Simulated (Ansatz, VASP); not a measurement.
## C: VASP beside Ansatz

```xyz
4
Lattice="2.5032 0.0000 0.0000 -1.2516 2.1678 0.0000 0.0000 0.0000 4.1689" Properties=species:S:1:pos:R:3 pbc="T T T"
C     0.0000    1.4452    0.0010
C     1.2516    0.7226    2.0854
C     0.0000    1.4452    1.5624
C     1.2516    0.7226    3.6468
```

Alike in both runs: task single point; functional PBE; k mesh 12 × 12 × 6; occupations fermi-dirac, width 0.02 eV; no spin polarisation.

|  | VASP | Ansatz |
| --- | --- | --- |
| version | VASP 6.6.1 | Ansatz 0.2.0 |
| potentials or method | VASP PAW PBE potentials, release 64 (C) | plane waves, PAW |
| plane-wave cutoff (eV) | 520 | 420 |
| valence electrons in the cell | 16 | 16 |

|  | VASP | Ansatz | Ansatz less VASP |
| --- | --- | --- | --- |
| gap on the k mesh at the Fermi level (eV) | 3.31 | 3.32 | +0.013 |
| pressure (GPa) | 4.8 | 4.2 | -0.69 |
| traceless stress, the component that is largest in VASP (GPa) | -0.55 | -0.45 | +0.098 |
| rms of the force components (eV/Å) | 0.009 | 0.007 | -0.0025 |

Atom by atom the forces differ by 0.003 eV/Å (rms over components).
